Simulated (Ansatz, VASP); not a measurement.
Two plane-wave programs on WSe2

The input INCAR:

```
SYSTEM = WSe2
PREC = Accurate
ENCUT = 520
EDIFF = 1E-6
ISMEAR = 0
SIGMA = 0.05
LREAL = .FALSE.
LASPH = .TRUE.
NELM = 60
ALGO = Normal
ISIF = 2
LWAVE = .FALSE.
LCHARG = .FALSE.
GGA = PS
NBANDS = 20
```

Contents of KPOINTS:

```
Automatic mesh
0
G
  12 12 2
  0 0 0
```

POSCAR

```
WSe2
1.0
    3.3179375931      0.0000000000      0.0000000000
   -1.6589687966      2.8734182438      0.0000000000
    0.0000000000      0.0000000000     16.6581424200
W Se
1 2
Direct
    0.0000000000      0.0000000000      0.0000000000
    0.2703034932      0.6205256213      0.0997865200
    0.3963631734      0.7128077120      0.9002134800
```

Input for Ansatz:

```yaml
crystal:
  lattice:
    - [3.3179375931, 0.0, 0.0]
    - [-1.6589687966, 2.8734182438, 0.0]
    - [0.0, 0.0, 16.65814242]
  atoms:
    - { symbol: W, position: [0.0, 0.0, 0.0] }
    - { symbol: Se, position: [0.2703034932, 0.6205256213, 0.09978652] }
    - { symbol: Se, position: [0.3963631734, 0.712807712, 0.90021348] }
basis:
  ecutwfc: 420
kpoints:
  mp_grid: { grid: [12, 12, 2] }
hamiltonian:
  xc: pbesol
scf:
  occupations: { method: gaussian, width: 0.05 }
output:
  forces: true
  stress: true
  eigenvalues: true
```

Change from the starting cell: mode 4 (170.3 1/cm) frozen in, largest displacement +0.188 Å.

Alike in both runs: task single point; functional PBEsol; k mesh 12 × 12 × 2; occupations gaussian, width 0.05 eV; no spin polarisation.

```csv
,VASP,Ansatz
version,VASP 6.6.1,Ansatz 0.2.0
potentials or method,"VASP PAW PBE potentials, release 64 (W_sv, Se), cutoff 520 eV","scalar-relativistic, plane waves, PAW"
valence electrons in the cell,26,46
```

Ansatz gave:

| Quantity | Value |
| --- | --- |
| gap on the k mesh at the Fermi level (eV) | 1.46 |
| least direct gap on the mesh (eV) | 1.46 |
| rms of the force components (eV/Å) | 0.775 |

Q: Estimate VASP's values.

A: gap on the k mesh at the Fermi level (eV): 1.46; least direct gap on the mesh (eV): 1.46; rms of the force components (eV/Å): 0.785.

VASP's potentials were made for PBE, not for PBEsol. Atom by atom the forces differ by 0.029 eV/Å (rms over components). VASP's potentials hold 26 valence electrons a cell and Ansatz's 46, so a difference there can come from the potentials and not from the codes.

Neither program's run includes spin-orbit coupling.
